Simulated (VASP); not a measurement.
Crystal: KMgBe6.

```xyz
8
Lattice="3.4518 1.9929 2.2646 -3.4518 1.9929 2.2646 0.0000 -3.9858 2.2646" Properties=species:S:1:pos:R:3 pbc="T T T"
K     0.0000    0.0000    3.3968
Mg    0.0000    0.0000    0.0000
Be    0.0000   -2.6346    3.2972
Be    2.2816    1.3173    3.2972
Be   -2.2816    1.3173    3.2972
Be   -2.2816   -1.3173    3.4965
Be    0.0000    2.6346    3.4965
Be    2.2816   -1.3173    3.4965
```

```yaml
Program: VASP 6.6.1
Task: relaxation of cell and atoms
Functional: PBE
Potentials_or_basis: VASP PAW PBE potentials, release 64 (K_sv, Mg, Be)
Cutoff: 600 eV
k_mesh: 6 × 6 × 6
Occupations: gaussian, width 0.1 eV
Spin: no spin polarisation
```

At the start: pressure 50.4 GPa; volume 11.68 Å³/atom.

**Question.** Where does the relaxation end?

**Answer.** Over 32 steps the energy falls by 1959.4 meV/atom and the volume is 16.87 Å³/atom (+44.4 %); space group R-3m (No. 166, to 0.1 Å) before and after.

The path:
| step | energy change (eV) | largest force (eV/Å) | pressure (GPa) | volume (Å³) |
| --- | --- | --- | --- | --- |
| 1 | 0.0000 | 7.8726 | 50.41 | 93.47 |
| 2 | -12.1105 | 0.7732 | -1.81 | 152.50 |
| 3 | -12.1087 | 0.7848 | -1.66 | 151.64 |
| 4 | -12.3939 | 0.6678 | -1.01 | 147.94 |
| 5 | -12.6140 | 0.1646 | 1.53 | 140.86 |
| 6 | -12.6208 | 0.2486 | 0.93 | 142.14 |
| 7 | -12.6215 | 0.2180 | 1.09 | 141.79 |
| 8 | -12.6598 | 0.1956 | 0.50 | 144.54 |
| 9 | -12.7005 | 0.1856 | -0.74 | 151.59 |
| 10 | -12.7350 | 0.1876 | -0.94 | 152.16 |
| 11 | -12.8549 | 0.2201 | -1.51 | 153.79 |
| 12 | -13.1843 | 0.3125 | -2.75 | 156.63 |
| 13 | -14.0254 | 0.5145 | -4.83 | 160.74 |
| 14 | -15.0500 | 1.0342 | -1.76 | 163.20 |
| 15 | -14.8110 | 0.6287 | -4.73 | 162.80 |
| 16 | -15.1622 | 0.2493 | -3.78 | 163.25 |
| 17 | -15.2044 | 0.2908 | -2.96 | 163.29 |
| 18 | -15.2033 | 0.1745 | -3.29 | 163.29 |
| 19 | -15.2519 | 0.4586 | -2.42 | 161.13 |
| 20 | -15.2519 | 0.4564 | -2.43 | 161.14 |
| 21 | -15.3105 | 0.4043 | -2.20 | 158.83 |
| 22 | -15.4463 | 0.2973 | -1.40 | 152.03 |
| 23 | -15.5154 | 0.5519 | 0.86 | 138.99 |
| 24 | -15.5256 | 0.4283 | 0.13 | 142.56 |
| 25 | -15.5678 | 0.3063 | 0.13 | 141.23 |
| 26 | -15.5993 | 0.1732 | 0.21 | 138.88 |
| 27 | -15.6203 | 0.1078 | -0.10 | 138.82 |
| 28 | -15.6464 | 0.2243 | -0.91 | 138.63 |
| 29 | -15.6604 | 0.1787 | -0.68 | 137.50 |
| 30 | -15.6738 | 0.0853 | -0.16 | 135.27 |
| 31 | -15.6739 | 0.0725 | -0.08 | 134.97 |
| 32 | -15.6750 | 0.0370 | -0.03 | 135.00 |

Final structure:
```xyz
8
Lattice="3.3458 1.9317 3.4811 -3.3458 1.9317 3.4811 0.0000 -3.8635 3.4811" Properties=species:S:1:pos:R:3 pbc="T T T"
K     0.0000    0.0000    5.2216
Mg    0.0000    0.0000    0.0000
Be    0.0000    1.2131    2.6018
Be   -1.0506   -0.6066    2.6018
Be    1.0506   -0.6066    2.6018
Be    1.0506    0.6066    7.8415
Be    0.0000   -1.2131    7.8415
Be   -1.0506    0.6066    7.8415
```

Caveat: the volume moved by over 15 % at a fixed basis, so the end points are rough.
